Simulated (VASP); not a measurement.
**CdF2: relaxation of cell and atoms with PBE**

CdF2:

```
CELL_PARAMETERS angstrom
4.08364 0.00000 0.00000
0.00000 4.08364 0.00000
0.00000 0.00000 5.77514
ATOMIC_POSITIONS crystal
Cd 0.00000 0.00000 0.00000
F 0.50000 0.00000 0.25000
F 0.00000 0.50000 0.75000
```

This cell differs from its parent crystal: atoms taken out.

```yaml
Program: VASP 6.6.1
Task: relaxation of cell and atoms
Functional: PBE
Potentials_or_basis: VASP PAW PBE potentials, release 64 (Cd_sv_GW, F)
Cutoff: 700 eV
k_mesh: 4 × 4 × 4
Occupations: gaussian, width 0.1 eV
Spin: no spin polarisation
Dipole_correction: no
Further_INCAR_settings: ALGO = Normal; EDIFF = 1e-07; IBRION = 2; EDIFFG = -0.04; NSW = 90; ISIF = 3
```

```json
{
  "Relaxed volume": "15.84 Å³/atom",
  "Relaxed cell": "a = 3.783 Å, b = 3.783 Å, c = 3.321 Å, α = 90.00°, β = 90.00°, γ = 90.00°",
  "Space group after relaxing (to 0.1 Å)": "P-4m2 (No. 115)",
  "Energy gained by relaxing": "561.5 meV/atom",
  "Ionic steps": "37",
  "Pressure after relaxing": "-0.2 GPa",
  "Largest force after relaxing": "0.011 eV/Å",
  "Band gap on the k mesh": "2.66 eV (least direct gap 2.76 eV)"
}
```

Forces on the atoms (eV/Å):
```
Cd   0.000  0.000  0.000
F    0.000  0.000  0.011
F    0.000  0.000 -0.011
```

Stress tensor (GPa, compression positive):
```
-0.14  0.00  0.00
 0.00 -0.14  0.00
 0.00  0.00 -0.24
```

The path:
| step | energy change (eV) | largest force (eV/Å) | pressure (GPa) | volume (Å³) |
| --- | --- | --- | --- | --- |
| 1 | 0.0000 | 1.9409 | -8.59 | 96.31 |
| 2 | -1.3214 | 0.9775 | -4.80 | 74.24 |
| 3 | -1.4904 | 0.1357 | 0.44 | 66.49 |
| 4 | -1.4896 | 0.2078 | -0.05 | 67.02 |
| 5 | -1.5051 | 0.2013 | -0.26 | 67.39 |
| 6 | -1.5364 | 0.1960 | -0.98 | 68.42 |
| 7 | -1.5293 | 0.2251 | -2.73 | 70.08 |
| 8 | -1.5440 | 0.2099 | -1.60 | 69.06 |
| 9 | -1.5571 | 0.0726 | -0.77 | 67.92 |
| 10 | -1.5618 | 0.0672 | 0.13 | 66.77 |
| 11 | -1.5619 | 0.0741 | 0.17 | 66.71 |
| 12 | -1.5632 | 0.0733 | 0.10 | 66.61 |
| 13 | -1.5663 | 0.0698 | -0.13 | 66.30 |
| 14 | -1.5679 | 0.0627 | -0.64 | 65.60 |
| 15 | -1.5681 | 0.0648 | -0.47 | 65.83 |
| 16 | -1.5697 | 0.0938 | -0.31 | 65.23 |
| 17 | -1.5720 | 0.1716 | 0.18 | 63.61 |
| 18 | -1.5741 | 0.1674 | 0.08 | 63.18 |
| 19 | -1.5799 | 0.1585 | -0.19 | 61.87 |
| 20 | -1.5881 | 0.1582 | -0.61 | 59.18 |
| 21 | -1.5922 | 0.1751 | -0.54 | 58.41 |
| 22 | -1.5970 | 0.1973 | -0.36 | 57.44 |
| 23 | -1.6054 | 0.2457 | 0.07 | 55.51 |
| 24 | -1.6113 | 0.3624 | 1.35 | 51.72 |
| 25 | -1.6145 | 0.3583 | 1.34 | 51.22 |
| 26 | -1.6206 | 0.3490 | 1.46 | 49.73 |
| 27 | -1.6091 | 0.3518 | 2.21 | 46.78 |
| 28 | -1.6188 | 0.3585 | 1.62 | 49.06 |
| 29 | -1.6266 | 0.3135 | 1.09 | 49.19 |
| 30 | -1.6424 | 0.1820 | -0.31 | 49.59 |
| 31 | -1.6414 | 0.0644 | -3.10 | 50.37 |
| 32 | -1.6472 | 0.0572 | -1.79 | 49.97 |
| 33 | -1.6577 | 0.0413 | -1.66 | 49.64 |
| 34 | -1.6782 | 0.0220 | -1.32 | 48.63 |
| 35 | -1.6603 | 0.2189 | -0.79 | 46.61 |
| 36 | -1.6816 | 0.0679 | -1.21 | 48.10 |
| 37 | -1.6844 | 0.0105 | -0.17 | 47.52 |

Final structure:
```
Cd F
1.0
     3.78285    0.00000    0.00000
     0.00000    3.78285    0.00000
     0.00000    0.00000    3.32056
Cd F
1 2
Direct
  0.00000 0.00000 0.00000
  0.50000 0.00000 0.32730
  0.00000 0.50000 0.67270
```

Levels at points of the mesh, in eV from the valence-band top:
```csv
k point,band 15,band 16,band 17,band 18,band 19,band 20
"(0.00, 0.00, 0.00)",-0.28,-0.10,-0.10,2.66,12.25,12.79
"(0.50, 0.00, 0.00)",-0.71,-0.44,-0.38,5.61,8.31,14.11
"(0.50, 0.50, 0.00)",-0.69,-0.23,-0.04,7.77,9.07,9.07
"(0.00, 0.00, 0.50)",-0.44,-0.40,-0.40,6.84,7.57,13.53
"(0.50, 0.00, 0.50)",-0.39,-0.37,-0.25,6.78,9.50,10.20
"(0.50, 0.50, 0.50)",-1.75,-1.20,0.00,7.90,10.50,11.94
```

Run time: 15 min on 1 thread of Intel(R) Xeon(R) Platinum 8488C (Sapphire Rapids), on a shared host, peak memory 0.29 GiB.

Caveat: the cell differs from its parent crystal (atoms taken out); the volume moved by over 15 % at a fixed basis, so the end points are rough. A k mesh can miss the band edges.
